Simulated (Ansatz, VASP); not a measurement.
**One calculation of MgO, two programs**

```
Mg O
1.0
     0.00000    2.13515    2.13515
     2.13515    0.00000    2.13515
     2.13515    2.13515    0.00000
Mg O
1 1
Direct
  0.00000 0.00000 0.00000
  0.50000 0.50000 0.50000
```

Alike in both runs: task single point; functional LDA; k mesh 10 × 10 × 10; occupations gaussian, width 0.05 eV; no spin polarisation.

```csv
,VASP,Ansatz
version,VASP 6.6.1,Ansatz 0.2.0
potentials or method,"VASP PAW LDA potentials, release 64 (Mg, O), cutoff 520 eV","scalar-relativistic, plane waves, PAW"
valence electrons in the cell,8,16
```

|  | VASP | Ansatz | Ansatz less VASP |
| --- | --- | --- | --- |
| gap on the k mesh at the Fermi level (eV) | 4.27 | 4.27 | 0.000 |
| least direct gap on the mesh (eV) | 4.27 | 4.27 | 0.000 |
| pressure (GPa) | -13.2 | -11.6 | +1.66 |

LDA's correlation is that of Perdew and Zunger in VASP and of Perdew and Wang (1992) in Ansatz. VASP's potentials hold 8 valence electrons a cell and Ansatz's 16, so a difference there can come from the potentials and not from the codes.
